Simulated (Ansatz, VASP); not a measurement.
**Nb: VASP beside Ansatz**

File INCAR:

```
SYSTEM = Nb
PREC = Accurate
ENCUT = 520
EDIFF = 1E-6
ISMEAR = -1
SIGMA = 0.05
LREAL = .False.
LASPH = .True.
NELM = 100
ALGO = Normal
ISIF = 2
LWAVE = .False.
LCHARG = .False.
GGA = PS
NBANDS = 12
```

The input KPOINTS:

```
Automatic mesh
0
Gamma
  16 16 16
  0 0 0
```

The input POSCAR:

```
Nb
1.0
    0.0000000000      2.0502052098      2.0502052098
    2.0502052098      0.0000000000      2.0502052098
    2.0502052098      2.0502052098      0.0000000000
Nb
1
Direct
    0.0000000000      0.0000000000      0.0000000000
```

Input for Ansatz:

```yaml
crystal:
  lattice:
    - [0.0, 2.0502052098, 2.0502052098]
    - [2.0502052098, 0.0, 2.0502052098]
    - [2.0502052098, 2.0502052098, 0.0]
  atoms:
    - { symbol: Nb, position: [0.0, 0.0, 0.0] }
kpoints:
  mp_grid: { grid: [16, 16, 16] }
scf:
  occupations: { method: fermi_dirac, width: 0.05 }
hamiltonian:
  xc: pbesol
  pseudopotentials: { kind: all_electron, lapw: { basis_error: 0.001 } }
output:
  forces: true
  stress: true
  eigenvalues: true
  populations: true
```

Change from the starting cell: volume scaled by 0.95, LAPW.

Alike in both runs: task single point; functional PBEsol; k mesh 16 × 16 × 16; occupations fermi-dirac, width 0.05 eV; no spin polarisation.

|  | VASP | Ansatz |
| --- | --- | --- |
| version | VASP 6.6.1 | Ansatz 0.2.0 |
| potentials or method | VASP PAW PBE potentials, release 64 (Nb_sv), cutoff 520 eV | all-electron LAPW, scalar-relativistic |

|  | VASP | Ansatz | Ansatz less VASP |
| --- | --- | --- | --- |
| pressure (GPa) | 9.4 | 9.7 | +0.30 |

VASP's potentials were made for PBE, not for PBEsol. Ansatz ran all-electron here, and VASP with PAW potentials.
